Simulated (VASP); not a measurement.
# Ir (Fm-3m) in VASP: single point with PBE

Aim: the single point of Ir with PBE.

Everything below comes from runs of VASP 6.6.1. Logs are shortened: lines on timing, memory, paths and dates and some standing lists are left out, and cuts for length are marked.

## 1. The cell of the first run

Symmetry: Fm-3m, No. 225, cubic system. Conventional cell: a = 3.831 Å, b = 3.831 Å, c = 3.831 Å, α = 90.00°, β = 90.00°, γ = 90.00°. Within 3.6 Å of Ir (site symmetry m-3m) lie 12 Ir at 2.71 Å.

## 2. Single point, PBE

File INCAR:

```
SYSTEM = Ir
  ALGO = Normal
  EDIFF = 1E-6
  ENCUT = 520
  GGA = PE
  ISIF = 2
  ISMEAR = 0
  LASPH = .TRUE.
  LCHARG = .TRUE.
  LELF = .TRUE.
  LREAL = .FALSE.
  LVHAR = .TRUE.
  LWAVE = .FALSE.
  NBANDS = 10
  NELM = 60
  PREC = Accurate
  SIGMA = 0.05
```

File KPOINTS:

```
k-points
0
G
  18 18 18
  0 0 0
```

File POSCAR:

```
Ir
1.0
    0.0000000000      1.9156000000      1.9156000000
    1.9156000000      0.0000000000      1.9156000000
    1.9156000000      1.9156000000      0.0000000000
Ir
1
Direct
    0.0000000000      0.0000000000      0.0000000000
```

Potentials or basis: VASP PAW PBE potentials, release 64 (Ir).

Launch:

```console
> cat potpaw_PBE.64/Ir/POTCAR > POTCAR
> mpirun -np 1 vasp_std > vasp.out
```

OUTCAR:

```text
SYSTEM = Ir
   EDIFF = 1E-6
   ENCUT = 520
   GGA = PE
   ISIF = 2
   ISMEAR = 0
   LASPH = .TRUE.
   LREAL = .FALSE.
   NELM = 60
   PREC = Accurate

 ion  position               nearest neighbor table
   1  0.000  0.000  0.000-

  LATTYP: Found a face centered cubic cell.
 ALAT       =     3.8312000000

  Lattice vectors:

 A1 = (   0.0000000000,   1.9156000000,   1.9156000000)
 A2 = (   1.9156000000,   0.0000000000,   1.9156000000)
 A3 = (   1.9156000000,   1.9156000000,   0.0000000000)

Analysis of symmetry for initial positions (statically):
=====================================================================
 Subroutine PRICEL returns:
 Original cell was already a primitive cell.

 Routine SETGRP: Setting up the symmetry group for a
 face centered cubic supercell.

 Subroutine GETGRP returns: Found 48 space group operations
 (whereof 48 operations were pure point group operations)
 out of a pool of 48 trial point group operations.

The static configuration has the point symmetry O_h .

Analysis of symmetry for dynamics (positions and initial velocities):
=====================================================================
 Subroutine PRICEL returns:
 Original cell was already a primitive cell.

 Routine SETGRP: Setting up the symmetry group for a
 face centered cubic supercell.

 Subroutine GETGRP returns: Found 48 space group operations
 (whereof 48 operations were pure point group operations)
 out of a pool of 48 trial point group operations.

The dynamic configuration has the point symmetry O_h .

 Subroutine INISYM returns: Found 48 space group operations
 (whereof 48 operations are pure point group operations),
 and found     1 'primitive' translations

----------------------------------------------------------------------------------------

                                     Primitive cell

  volume of cell :      14.0587

  direct lattice vectors                    reciprocal lattice vectors
     0.000000000  1.915600000  1.915600000    -0.261014826  0.261014826  0.261014826
     1.915600000  0.000000000  1.915600000     0.261014826 -0.261014826  0.261014826
     1.915600000  1.915600000  0.000000000     0.261014826  0.261014826 -0.261014826

  length of vectors
     2.709067500  2.709067500  2.709067500     0.452090940  0.452090940  0.452090940

  position of ions in fractional coordinates (direct lattice)
     0.000000000  0.000000000  0.000000000

  ion indices of the primitive-cell ions
   primitive index   ion index
                 1           1

----------------------------------------------------------------------------------------

 KPOINTS: k-points

Automatic generation of k-mesh.
 Grid dimensions read from file:
 generate k-points for:   18   18   18

 Generating k-lattice:

  Cartesian coordinates                     Fractional coordinates (reciprocal lattice)
    -0.014500824  0.014500824  0.014500824     0.055555556  0.000000000  0.000000000
     0.014500824 -0.014500824  0.014500824     0.000000000  0.055555556  0.000000000
     0.014500824  0.014500824 -0.014500824     0.000000000  0.000000000  0.055555556

  Length of vectors
     0.025116163  0.025116163  0.025116163

  Shift w.r.t. Gamma in fractional coordinates (k-lattice)
     0.000000000  0.000000000  0.000000000

 Subroutine IBZKPT returns following result:
 ===========================================

 Found    195 irreducible k-points:

 Following reciprocal coordinates:
            Coordinates               Weight
  0.000000  0.000000  0.000000      1.000000
  0.055556  0.000000  0.000000      8.000000
  0.111111  0.000000  0.000000      8.000000
  0.166667  0.000000  0.000000      8.000000
  0.222222  0.000000  0.000000      8.000000
  0.277778  0.000000  0.000000      8.000000
[... 16 lines left out ...]
 -0.277778  0.055556  0.000000     24.000000
 -0.222222  0.055556  0.000000     24.000000
 [... further k-points ...]
   k-points           NKPTS =    195   k-points in BZ     NKDIM =    195   number of bands    NBANDS=     10
   number of dos      NEDOS =    301   number of ions     NIONS =      1
   total plane-waves  NPLWV =   8000
   dimension x,y,z NGX =    20 NGY =   20 NGZ =   20
   dimension x,y,z NGXF=    40 NGYF=   40 NGZF=   40
   ions per type =               1
   NGX,Y,Z   is equivalent  to a cutoff of  12.27, 12.27, 12.27 a.u.
   NGXF,Y,Z  is equivalent  to a cutoff of  24.55, 24.55, 24.55 a.u.
 SYSTEM =  Ir
   PREC   = accura    normal or accurate (medium, high low for compatibility)
   ISTART =      0    job   : 0-new  1-cont  2-samecut
   ICHARG =      2    charge: 1-file 2-atom 10-const
   ISPIN  =      1    spin polarized calculation?
   LNONCOLLINEAR =      F non collinear calculations
   LSORBIT =      F    spin-orbit coupling
   LASPH  =      T    aspherical Exc in radial PAW
   ENCUT  =  520.0 eV  38.22 Ry    6.18 a.u.   5.04  5.04  5.04*2*pi/ulx,y,z
   NELM   =     60;   NELMIN=  2; NELMDL= -5     # of ELM steps
   EDIFF  = 0.1E-05   stopping-criterion for ELM
   LREAL  =      F    real-space projection
   EDIFFG = 0.1E-04   stopping-criterion for IOM
   NSW    =      0    number of steps for IOM
   IBRION =     -1    ionic relax: 0-MD 1-quasi-New 2-CG
   NFREE  =      0    steps in history (QN), initial steepest desc. (CG)
   ISIF   =      2    stress and relaxation
   ISYM   =      2    0-nonsym 1-usesym 2-fastsym
   POTIM  = 0.5000    time-step for ionic-motion
   TEBEG  =    0.0;   TEEND  =   0.0 temperature during run
   PSTRESS=    0.0 pullay stress
   NELECT =       9.0000    total number of electrons
   NUPDOWN=      -1.0000    fix difference up-down
   EMIN   =  10.00;   EMAX   =-10.00  energy-range for DOS
   EFERMI =   0.00;   METHOD = LEGACY
   ISMEAR =     0;   SIGMA  =   0.05  broadening in eV -4-tet -1-fermi 0-gaus
   EFERMI_NEDOS =   21; number of points for ismear=-14 and -15
   IALGO  =     38    algorithm
   IMIX   =      4    mixing-type and parameters
     AMIX     =   0.40;   BMIX     =  1.00
     AMIX_MAG =   1.60;   BMIX_MAG =  1.00
  volume/ion in A,a.u.               =      14.06        94.87
  Fermi-wavevector in a.u.,A,eV,Ry     =   1.410937  2.666284 27.085691  1.990742
  Thomas-Fermi vector in A             =   2.532839
   LORBIT       =      0    0 simple, 1 ext, 2 COOP (PROOUT), +10 PAW based schemes
   GGA     = PE    functional components
   LHFCALC =     F    Hartree Fock is set to
   AEXX    =    0.0000 exact exchange contribution
   IVDW    =     0    specifies the selected vdW correction
   LEPSILON=     F    determine dielectric tensor
   LRPA    =     F    only Hartree local field effects (RPA)
 non-spin polarized calculation
 Gauss-broadening in eV      SIGMA  =   0.05
  energy-cutoff  :      520.00
  volume of cell :       14.06
 maximum number of plane-waves:       388
   NGX =  9   NGY =  9   NGZ =  9

 number of electron       9.0000000 magnetization

 Free energy of the ion-electron system (eV)
  ---------------------------------------------------
  ext. energy  EPLUGINS =         0.00000000
  ---------------------------------------------------
  free energy    TOTEN  =        -8.83477844 eV

  energy without entropy =       -8.83345818  energy(sigma->0) =       -8.83411831

 E-fermi :  10.5541     XC(G=0): -14.0255

 val. band max:       10.5472639979   @ k =   0.5000   0.2222   0.1111
 cond. band min:      10.5588833936   @ k =   0.3333   0.1111   0.0556
 fundamental gap:      0.0116193957
 Fermi energy:        10.5540554228

 k-point     1 :       0.0000    0.0000    0.0000
  band No.  band energies     occupation
      1      -0.6717      2.00000
      2       6.5929      2.00000
      3       6.5929      2.00000
      4       6.5929      2.00000
      5       9.3093      2.00000
      6       9.3093      2.00000
      7      24.8278      0.00000
      8      30.4526      0.00000
      9      30.4526      0.00000
     10      30.4526      0.00000

 k-point     2 :       0.0556    0.0000    0.0000
  band No.  band energies     occupation
      1      -0.5332      2.00000
      2       6.5180      2.00000
      3       6.6535      2.00000
      4       6.6535      2.00000
      5       9.2696      2.00000
      6       9.2696      2.00000
      7      25.0689      0.00000
      8      29.7047      0.00000
      9      30.6813      0.00000
     10      30.6813      0.00000

 k-point     3 :       0.1111    0.0000    0.0000
  band No.  band energies     occupation
      1      -0.1320      2.00000
      2       6.3261      2.00000
      3       6.8122      2.00000
      4       6.8122      2.00000
      5       9.1830      2.00000
      6       9.1830      2.00000
      7      25.7309      0.00000
      8      28.2451      0.00000
      9      31.3463      0.00000
     10      31.3463      0.00000

 k-point     4 :       0.1667    0.0000    0.0000
  band No.  band energies     occupation
      1       0.4825      2.00000
      2       6.1092      2.00000
      3       6.9903      2.00000
      4       6.9903      2.00000
      5       9.1497      2.00000
      6       9.1497      2.00000
      7      26.4288      0.00000
      8      26.8826      0.00000
      9      32.3852      0.00000
     10      32.3852      0.00000
[... 222 lines left out ...]
 k-point    22 :      -0.3333    0.0556    0.0000
  band No.  band energies     occupation
      1       2.4051      2.00000
      2       6.6851      2.00000
      3       6.8263      2.00000
      4       7.1200      2.00000
      5      10.1373      2.00000
      6      11.0502      0.00000
      7      21.3002      0.00000
      8      25.8680      0.00000
      9      31.3242      0.00000
     10      33.4008      0.00000

 k-point    23 :      -0.2778    0.0556    0.0000
  band No.  band energies     occupation
      1       2.1248      2.00000
      2       6.2732      2.00000
      3       6.9028      2.00000
      4       7.0107      2.00000
      5       9.5062      2.00000
      6      10.4326      1.99941
      7      23.0961      0.00000
      8      26.8810      0.00000
      9      32.3837      0.00000
     10      34.3710      0.00000

 k-point    24 :      -0.2222    0.0556    0.0000
  band No.  band energies     occupation
      1       1.5543      2.00000
      2       5.9218      2.00000
      3       7.0527      2.00000
      4       7.1454      2.00000
      5       9.0158      2.00000
      6       9.8856      2.00000
      7      24.7117      0.00000
      8      27.5088      0.00000
      9      32.6499      0.00000
     10      33.8788      0.00000

 [... further k-points ...]
[... 5 lines left out ...]
  --------------------------------------------------------------------------------------
  -------------------------------------------------------------------------------------
  Total        1.0660458      1.0660458      1.0660458     -0.0000000      0.0000000     -0.0000000
  in kB      121.4903989    121.4903989    121.4903989     -0.0000000      0.0000000     -0.0000000
  external PRESSURE =     121.4903989 kB  Pullay stress =       0.0000000 kB

 VOLUME and BASIS-vectors are now :
 -----------------------------------------------------------------------------
  energy-cutoff  :      520.00
  volume of cell :       14.06
      direct lattice vectors                 reciprocal lattice vectors
     0.000000000  1.915600000  1.915600000    -0.261014826  0.261014826  0.261014826
     1.915600000  0.000000000  1.915600000     0.261014826 -0.261014826  0.261014826
     1.915600000  1.915600000  0.000000000     0.261014826  0.261014826 -0.261014826

 POSITION                                       TOTAL-FORCE (eV/Angst)
 -----------------------------------------------------------------------------------
      0.00000      0.00000      0.00000         0.000000      0.000000      0.000000
 -----------------------------------------------------------------------------------
    total drift:                                0.000000     -0.000000     -0.000000

  FREE ENERGIE OF THE ION-ELECTRON SYSTEM (eV)
  ---------------------------------------------------
  free  energy   TOTEN  =        -8.8347784441 eV

  energy  without entropy=       -8.8334581843  energy(sigma->0) =       -8.83411831
```

It took 14 s on 1 thread of Intel Xeon Platinum 8488C (Sapphire Rapids), shared host; peak memory 0.15 GiB.

What came out:

| Quantity | Value |
| --- | --- |
| Free energy | -8.8348 eV |
| Pressure | 12.1 GPa |

Levels at points of the mesh, in eV from the Fermi level:
| k point | band 2 | band 3 | band 4 | band 5 | band 6 | band 7 |
| --- | --- | --- | --- | --- | --- | --- |
| (0.00, 0.00, 0.00) | -3.96 | -3.96 | -3.96 | -1.24 | -1.24 | 14.27 |
| (0.50, 0.00, 0.00) | -4.07 | -4.07 | -0.82 | 0.87 | 0.87 | 7.29 |
| (0.50, 0.50, 0.00) | -7.45 | 0.84 | 1.46 | 1.46 | 1.66 | 10.56 |

Caveat: spin-orbit coupling is left out, which moves the levels of the heavy elements.
